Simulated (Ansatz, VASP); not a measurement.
# One calculation of Hg, two programs

File INCAR:

```
ALGO = Normal
EDIFF = 1E-7
ENCUT = 520
GGA = CA
ISIF = 2
ISMEAR = 1
LASPH = True
LCHARG = False
LREAL = False
LWAVE = False
NBANDS = 12
NELM = 80
PREC = Accurate
SIGMA = 0.2
```

File KPOINTS:

```
k-points
0
Gamma
  9 9 9
```

POSCAR

```
Hg
1.0
    3.2739230000      0.0000000000      0.0000000000
   -1.0293416700      3.1078976071      0.0000000000
   -1.1222907500     -1.5539489212      2.6541058820
Hg
1
Direct
    0.5000000000      0.5000000000      0.0000000000
```

Input for Ansatz:

```yaml
crystal:
  lattice:
    - [3.273923, 0.0, 0.0]
    - [-1.029341669986432, 3.107897607122626, 0.0]
    - [-1.1222907499685828, -1.5539489212013233, 2.654105881980069]
  atoms:
    - { symbol: Hg, position: [0.49999999999999994, 0.5, 0.0] }
basis:
  ecutwfc: 517.016338673772
kpoints:
  mp_grid:
    grid: [9, 9, 9]
    shift: [0.0, 0.0, 0.0]
hamiltonian:
  xc: lda
scf:
  occupations:
    method: methfessel_paxton
    width: 0.2
output:
  stress: true
```

Alike in both runs: task single point; functional LDA; k mesh 9 × 9 × 9; occupations methfessel-paxton of order 1, width 0.2 eV; no spin polarisation.

```csv
,VASP,Ansatz
version,VASP 6.6.1,Ansatz 0.2.0
potentials or method,"VASP PAW LDA potentials, release 64 (Hg), cutoff 520 eV","plane waves, PAW"
valence electrons in the cell,12,20
```

|  | VASP | Ansatz | Ansatz less VASP |
| --- | --- | --- | --- |
| pressure (GPa) | -4.6 | -4.7 | -0.07 |
| traceless stress, the component that is largest in VASP (GPa) | 0.22 | 0.19 | -0.033 |

LDA's correlation is that of Perdew and Zunger in VASP and of Perdew and Wang (1992) in Ansatz. VASP's potentials hold 12 valence electrons a cell and Ansatz's 20, so a difference there can come from the potentials and not from the codes.

Spin-orbit coupling is off throughout.
